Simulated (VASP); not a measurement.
# Cu (Fm-3m) in VASP: notebook

Cu is run at these levels: PBEsol; tasks: single point.

Program: VASP 6.6.1. These are calculated values, not measurements. Logs are shortened: lines on timing, memory, paths and dates and some standing lists are left out, and cuts for length are marked.

## (1) The cell of the first run

It takes space group Fm-3m (No. 225, cubic). The conventional cell has a = 3.527 Å, b = 3.527 Å, c = 3.527 Å, α = 90.00°, β = 90.00°, γ = 90.00°. Cu (site symmetry m-3m) has 12 Cu at 2.49 Å within 3.3 Å.

## (2) Single point, PBEsol (volume scaled by 0.97)

File INCAR:

```
SYSTEM = Cu
ALGO = Normal
EDIFF = 1E-6
ENCUT = 520
GGA = PS
ISIF = 2
ISMEAR = 0
LASPH = .TRUE.
LCHARG = .FALSE.
LREAL = .FALSE.
LWAVE = .FALSE.
NBANDS = 12
NELM = 80
PREC = Accurate
SIGMA = 0.1
```

File KPOINTS:

```
k-points
0
G
  20 20 20
  0 0 0
```

File POSCAR:

```
Cu
1.0
    0.0000000000      1.7636879826      1.7636879826
    1.7636879826      0.0000000000      1.7636879826
    1.7636879826      1.7636879826      0.0000000000
Cu
1
Direct
    0.0000000000      0.0000000000      0.0000000000
```

Potentials or basis: VASP PAW PBE potentials, release 64 (Cu).

The run is started by

```
$ cat potpaw_PBE.64/Cu/POTCAR > POTCAR
$ mpirun -np 1 vasp_std > vasp.out
```

OUTCAR:

```text
SYSTEM = Cu
   EDIFF = 1E-6
   ENCUT = 520
   GGA = PS
   ISIF = 2
   ISMEAR = 0
   LASPH = .TRUE.
   LREAL = .FALSE.
   NELM = 80
   PREC = Accurate

 ion  position               nearest neighbor table
   1  0.000  0.000  0.000-

  LATTYP: Found a face centered cubic cell.
 ALAT       =     3.5273759652

  Lattice vectors:

 A1 = (   0.0000000000,   1.7636879826,   1.7636879826)
 A2 = (   1.7636879826,   0.0000000000,   1.7636879826)
 A3 = (   1.7636879826,   1.7636879826,   0.0000000000)

Analysis of symmetry for initial positions (statically):
=====================================================================
 Subroutine PRICEL returns:
 Original cell was already a primitive cell.

 Routine SETGRP: Setting up the symmetry group for a
 face centered cubic supercell.

 Subroutine GETGRP returns: Found 48 space group operations
 (whereof 48 operations were pure point group operations)
 out of a pool of 48 trial point group operations.

The static configuration has the point symmetry O_h .

Analysis of symmetry for dynamics (positions and initial velocities):
=====================================================================
 Subroutine PRICEL returns:
 Original cell was already a primitive cell.

 Routine SETGRP: Setting up the symmetry group for a
 face centered cubic supercell.

 Subroutine GETGRP returns: Found 48 space group operations
 (whereof 48 operations were pure point group operations)
 out of a pool of 48 trial point group operations.

The dynamic configuration has the point symmetry O_h .

 Subroutine INISYM returns: Found 48 space group operations
 (whereof 48 operations are pure point group operations),
 and found     1 'primitive' translations

----------------------------------------------------------------------------------------

                                     Primitive cell

  volume of cell :      10.9722

  direct lattice vectors                    reciprocal lattice vectors
     0.000000000  1.763687983  1.763687983    -0.283496857  0.283496857  0.283496857
     1.763687983  0.000000000  1.763687983     0.283496857 -0.283496857  0.283496857
     1.763687983  1.763687983  0.000000000     0.283496857  0.283496857 -0.283496857

  length of vectors
     2.494231465  2.494231465  2.494231465     0.491030960  0.491030960  0.491030960

  position of ions in fractional coordinates (direct lattice)
     0.000000000  0.000000000  0.000000000

  ion indices of the primitive-cell ions
   primitive index   ion index
                 1           1

----------------------------------------------------------------------------------------

 KPOINTS: k-points

Automatic generation of k-mesh.
 Grid dimensions read from file:
 generate k-points for:   20   20   20

 Generating k-lattice:

  Cartesian coordinates                     Fractional coordinates (reciprocal lattice)
    -0.014174843  0.014174843  0.014174843     0.050000000  0.000000000  0.000000000
     0.014174843 -0.014174843  0.014174843     0.000000000  0.050000000  0.000000000
     0.014174843  0.014174843 -0.014174843     0.000000000  0.000000000  0.050000000

  Length of vectors
     0.024551548  0.024551548  0.024551548

  Shift w.r.t. Gamma in fractional coordinates (k-lattice)
     0.000000000  0.000000000  0.000000000

 Subroutine IBZKPT returns following result:
 ===========================================

 Found    256 irreducible k-points:

 Following reciprocal coordinates:
            Coordinates               Weight
  0.000000  0.000000  0.000000      1.000000
  0.050000  0.000000  0.000000      8.000000
  0.100000  0.000000  0.000000      8.000000
  0.150000  0.000000  0.000000      8.000000
  0.200000  0.000000  0.000000      8.000000
  0.250000  0.000000  0.000000      8.000000
[... 16 lines left out ...]
 -0.400000  0.050000  0.000000     24.000000
 -0.350000  0.050000  0.000000     24.000000
 [... further k-points ...]
   k-points           NKPTS =    256   k-points in BZ     NKDIM =    256   number of bands    NBANDS=     12
   number of dos      NEDOS =    301   number of ions     NIONS =      1
   total plane-waves  NPLWV =   8000
   dimension x,y,z NGX =    20 NGY =   20 NGZ =   20
   dimension x,y,z NGXF=    40 NGYF=   40 NGZF=   40
   ions per type =               1
   NGX,Y,Z   is equivalent  to a cutoff of  13.33, 13.33, 13.33 a.u.
   NGXF,Y,Z  is equivalent  to a cutoff of  26.66, 26.66, 26.66 a.u.
 SYSTEM =  Cu
   PREC   = accura    normal or accurate (medium, high low for compatibility)
   ISTART =      0    job   : 0-new  1-cont  2-samecut
   ICHARG =      2    charge: 1-file 2-atom 10-const
   ISPIN  =      1    spin polarized calculation?
   LNONCOLLINEAR =      F non collinear calculations
   LSORBIT =      F    spin-orbit coupling
   LASPH  =      T    aspherical Exc in radial PAW
   ENCUT  =  520.0 eV  38.22 Ry    6.18 a.u.   4.64  4.64  4.64*2*pi/ulx,y,z
   NELM   =     80;   NELMIN=  2; NELMDL= -5     # of ELM steps
   EDIFF  = 0.1E-05   stopping-criterion for ELM
   LREAL  =      F    real-space projection
   EDIFFG = 0.1E-04   stopping-criterion for IOM
   NSW    =      0    number of steps for IOM
   IBRION =     -1    ionic relax: 0-MD 1-quasi-New 2-CG
   NFREE  =      0    steps in history (QN), initial steepest desc. (CG)
   ISIF   =      2    stress and relaxation
   ISYM   =      2    0-nonsym 1-usesym 2-fastsym
   POTIM  = 0.5000    time-step for ionic-motion
   TEBEG  =    0.0;   TEEND  =   0.0 temperature during run
   PSTRESS=    0.0 pullay stress
   NELECT =      11.0000    total number of electrons
   NUPDOWN=      -1.0000    fix difference up-down
   EMIN   =  10.00;   EMAX   =-10.00  energy-range for DOS
   EFERMI =   0.00;   METHOD = LEGACY
   ISMEAR =     0;   SIGMA  =   0.10  broadening in eV -4-tet -1-fermi 0-gaus
   EFERMI_NEDOS =   21; number of points for ismear=-14 and -15
   IALGO  =     38    algorithm
   IMIX   =      4    mixing-type and parameters
     AMIX     =   0.40;   BMIX     =  1.00
     AMIX_MAG =   1.60;   BMIX_MAG =  1.00
  volume/ion in A,a.u.               =      10.97        74.04
  Fermi-wavevector in a.u.,A,eV,Ry     =   1.638478  3.096275 36.526343  2.684610
  Thomas-Fermi vector in A             =   2.729444
   LORBIT       =      0    0 simple, 1 ext, 2 COOP (PROOUT), +10 PAW based schemes
   GGA     = PS    functional components
   LHFCALC =     F    Hartree Fock is set to
   AEXX    =    0.0000 exact exchange contribution
   IVDW    =     0    specifies the selected vdW correction
   LEPSILON=     F    determine dielectric tensor
   LRPA    =     F    only Hartree local field effects (RPA)
 non-spin polarized calculation
 Gauss-broadening in eV      SIGMA  =   0.10
  energy-cutoff  :      520.00
  volume of cell :       10.97
 maximum number of plane-waves:       307
   NGX =  9   NGY =  9   NGZ =  9

 number of electron      11.0000003 magnetization

 Free energy of the ion-electron system (eV)
  ---------------------------------------------------
  ext. energy  EPLUGINS =         0.00000000
  ---------------------------------------------------
  free energy    TOTEN  =        -4.30243479 eV

  energy without entropy =       -4.30115824  energy(sigma->0) =       -4.30179652

 E-fermi :   8.3168     XC(G=0): -13.3433

 val. band max:        8.2642591361   @ k =   0.5000   0.3000   0.1500
 cond. band min:       8.3196905004   @ k =  -0.4500   0.1000   0.0000
 fundamental gap:      0.0554313643
 Fermi energy:         8.3167545580

 k-point     1 :       0.0000    0.0000    0.0000
  band No.  band energies     occupation
      1      -1.6205      2.00000
      2       5.0838      2.00000
      3       5.0838      2.00000
      4       5.0838      2.00000
      5       6.0165      2.00000
      6       6.0165      2.00000
      7      31.5145      0.00000
      8      34.7093      0.00000
      9      34.7093      0.00000
     10      34.7093      0.00000
     11      37.2684      0.00000
     12      37.2684      0.00000

 k-point     2 :       0.0500    0.0000    0.0000
  band No.  band energies     occupation
      1      -1.5243      2.00000
      2       5.0615      2.00000
      3       5.1034      2.00000
      4       5.1034      2.00000
      5       6.0084      2.00000
      6       6.0084      2.00000
      7      31.0877      0.00000
      8      33.3644      0.00000
      9      34.3997      0.00000
     10      34.3997      0.00000
     11      37.7063      0.00000
     12      37.7063      0.00000

 k-point     3 :       0.1000    0.0000    0.0000
  band No.  band energies     occupation
      1      -1.2385      2.00000
      2       4.9996      2.00000
      3       5.1558      2.00000
      4       5.1558      2.00000
      5       5.9902      2.00000
      6       5.9902      2.00000
      7      29.2087      0.00000
      8      32.4815      0.00000
      9      33.7991      0.00000
     10      33.7991      0.00000
     11      38.6492      0.00000
     12      38.6492      0.00000
[... 286 lines left out ...]
 k-point    23 :      -0.4000    0.0500    0.0000
  band No.  band energies     occupation
      1       2.7089      2.00000
      2       5.0564      2.00000
      3       5.1095      2.00000
      4       5.8194      2.00000
      5       6.5114      2.00000
      6       6.9754      2.00000
      7      14.1510      0.00000
      8      28.9691      0.00000
      9      30.9586      0.00000
     10      31.9224      0.00000
     11      34.7800      0.00000
     12      36.2287      0.00000

 k-point    24 :      -0.3500    0.0500    0.0000
  band No.  band energies     occupation
      1       2.3527      2.00000
      2       5.1135      2.00000
      3       5.1591      2.00000
      4       5.2571      2.00000
      5       6.3659      2.00000
      6       6.6722      2.00000
      7      16.0503      0.00000
      8      28.9445      0.00000
      9      31.3339      0.00000
     10      32.6995      0.00000
     11      34.8450      0.00000
     12      36.7082      0.00000

 [... further k-points ...]

------------------------ aborting loop because EDIFF is reached ----------------------------------------

  FORCE on cell =-STRESS in cart. coord.  units (eV):
  Direction    XX          YY          ZZ          XY          YZ          ZX
  --------------------------------------------------------------------------------------
  -------------------------------------------------------------------------------------
  Total        0.4319895      0.4319895      0.4319895      0.0000000     -0.0000000      0.0000000
  in kB       63.0795461     63.0795461     63.0795461      0.0000000     -0.0000000      0.0000000
  external PRESSURE =      63.0795461 kB  Pullay stress =       0.0000000 kB

 VOLUME and BASIS-vectors are now :
 -----------------------------------------------------------------------------
  energy-cutoff  :      520.00
  volume of cell :       10.97
      direct lattice vectors                 reciprocal lattice vectors
     0.000000000  1.763687983  1.763687983    -0.283496857  0.283496857  0.283496857
     1.763687983  0.000000000  1.763687983     0.283496857 -0.283496857  0.283496857
     1.763687983  1.763687983  0.000000000     0.283496857  0.283496857 -0.283496857

 POSITION                                       TOTAL-FORCE (eV/Angst)
 -----------------------------------------------------------------------------------
      0.00000      0.00000      0.00000        -0.000000     -0.000000      0.000000
 -----------------------------------------------------------------------------------
    total drift:                                0.000000      0.000000      0.000000

  FREE ENERGIE OF THE ION-ELECTRON SYSTEM (eV)
  ---------------------------------------------------
  free  energy   TOTEN  =        -4.3024347948 eV

  energy  without entropy=       -4.3011582414  energy(sigma->0) =       -4.30179652
```

Run time: 40 s. Hardware: 1 thread of Intel Xeon Platinum 8259CL at 2.50GHz (Skylake/Cascade Lake), shared host; peak memory 0.15 GiB.

Results:

```
Free energy : -4.3024 eV
Pressure    : 6.3 GPa
```

Caveat: the cell differs from its parent crystal (volume scaled by 0.97); the PAW data sets were made with another functional, which shifts forces and pressure a little.

## (3) Single point, PBEsol

This run uses another cell than the first one, of 11.31 Å³/atom, 1.031 times its volume.

File INCAR:

```
PREC = Accurate
ENCUT = 520
EDIFF = 1E-6
ISMEAR = 0
SIGMA = 0.1
LREAL = F
LASPH = T
NELM = 80
ALGO = Fast
ISIF = 2
LWAVE = F
LCHARG = F
GGA = PS
NBANDS = 12
```

File KPOINTS:

```
Automatic mesh
0
Gamma
  20 20 20
```

File POSCAR:

```
Cu
1.0
    0.0000000000      1.7816860418      1.7816860418
    1.7816860418      0.0000000000      1.7816860418
    1.7816860418      1.7816860418      0.0000000000
Cu
1
Direct
    0.0000000000      0.0000000000      0.0000000000
```

Potentials or basis: VASP PAW PBE potentials, release 64 (Cu).

The run is started by

```
$ cat potpaw_PBE.64/Cu/POTCAR > POTCAR
$ mpirun -np 1 vasp_std > vasp.out
```

OUTCAR:

```text
PREC = Accurate
   ENCUT = 520
   EDIFF = 1E-6
   ISMEAR = 0
   LREAL = F
   LASPH = T
   NELM = 80
   ISIF = 2
   GGA = PS

 ion  position               nearest neighbor table
   1  0.000  0.000  0.000-

  LATTYP: Found a face centered cubic cell.
 ALAT       =     3.5633720836

  Lattice vectors:

 A1 = (   0.0000000000,   1.7816860418,   1.7816860418)
 A2 = (   1.7816860418,   0.0000000000,   1.7816860418)
 A3 = (   1.7816860418,   1.7816860418,   0.0000000000)

Analysis of symmetry for initial positions (statically):
=====================================================================
 Subroutine PRICEL returns:
 Original cell was already a primitive cell.

 Routine SETGRP: Setting up the symmetry group for a
 face centered cubic supercell.

 Subroutine GETGRP returns: Found 48 space group operations
 (whereof 48 operations were pure point group operations)
 out of a pool of 48 trial point group operations.

The static configuration has the point symmetry O_h .

Analysis of symmetry for dynamics (positions and initial velocities):
[... 165 lines left out ...]
 k-point     1 :       0.0000    0.0000    0.0000
  band No.  band energies     occupation
      1      -1.7780      2.00000
      2       4.7845      2.00000
      3       4.7845      2.00000
      4       4.7845      2.00000
      5       5.6743      2.00000
      6       5.6743      2.00000
      7      30.8730      0.00000
      8      33.8251      0.00000
      9      33.8251      0.00000
     10      33.8251      0.00000
     11      36.3440      0.00000
     12      36.3440      0.00000
[... 331 lines left out ...]
 k-point    24 :      -0.3500    0.0500    0.0000
  band No.  band energies     occupation
      1       2.1337      2.00000
      2       4.8140      2.00000
      3       4.8573      2.00000
      4       4.9622      2.00000
      5       6.0083      2.00000
      6       6.3035      2.00000
      7      15.4591      0.00000
      8      28.1984      0.00000
      9      30.5820      0.00000
     10      31.7765      0.00000
     11      33.9934      0.00000
     12      35.8076      0.00000

 [... further k-points ...]

------------------------ aborting loop because EDIFF is reached ----------------------------------------

  FORCE on cell =-STRESS in cart. coord.  units (eV):
  Direction    XX          YY          ZZ          XY          YZ          ZX
  --------------------------------------------------------------------------------------
  -------------------------------------------------------------------------------------
  Total        0.0514778      0.0514778      0.0514778     -0.0000000     -0.0000000      0.0000000
  in kB        7.2913395      7.2913395      7.2913395     -0.0000000     -0.0000000      0.0000000
  external PRESSURE =       7.2913395 kB  Pullay stress =       0.0000000 kB

 VOLUME and BASIS-vectors are now :
 -----------------------------------------------------------------------------
  energy-cutoff  :      520.00
  volume of cell :       11.31
      direct lattice vectors                 reciprocal lattice vectors
     0.000000000  1.781686042  1.781686042    -0.280633057  0.280633057  0.280633057
     1.781686042  0.000000000  1.781686042     0.280633057 -0.280633057  0.280633057
     1.781686042  1.781686042  0.000000000     0.280633057  0.280633057 -0.280633057

 POSITION                                       TOTAL-FORCE (eV/Angst)
 -----------------------------------------------------------------------------------
      0.00000      0.00000      0.00000        -0.000000     -0.000000      0.000000
 -----------------------------------------------------------------------------------
    total drift:                                0.000000      0.000000      0.000000

  FREE ENERGIE OF THE ION-ELECTRON SYSTEM (eV)
  ---------------------------------------------------
  free  energy   TOTEN  =        -4.3099318065 eV

  energy  without entropy=       -4.3086422981  energy(sigma->0) =       -4.30928705
```

stdout:

```text
POSCAR found type information on POSCAR Cu
 POSCAR found :  1 types and       1 ions
 scaLAPACK will be used
 -----------------------------------------------------------------------------
|                                                                             |
|                                                                             |
|     You enforced a specific xc type in the INCAR file but a different       |
|     I HOPE YOU KNOW WHAT YOU ARE DOING!                                     |
|                                                                             |
 -----------------------------------------------------------------------------

 LDA part: xc-table for (Slater+PW92), standard interpolation
 POSCAR, INCAR and KPOINTS ok, starting setup
 FFT: planning ... GRIDC
 FFT: planning ... GRID_SOFT
 FFT: planning ... GRID
 WAVECAR not read
 entering main loop
```

Wall time 44 s (1 thread of Intel Xeon Platinum 8259CL at 2.50GHz (Skylake/Cascade Lake), shared host); peak memory 0.15 GiB.

What came out:

```
Free energy : -4.3099 eV
Pressure    : 0.7 GPa
```

Caveat: the PAW data sets were made with another functional, which shifts forces and pressure a little.
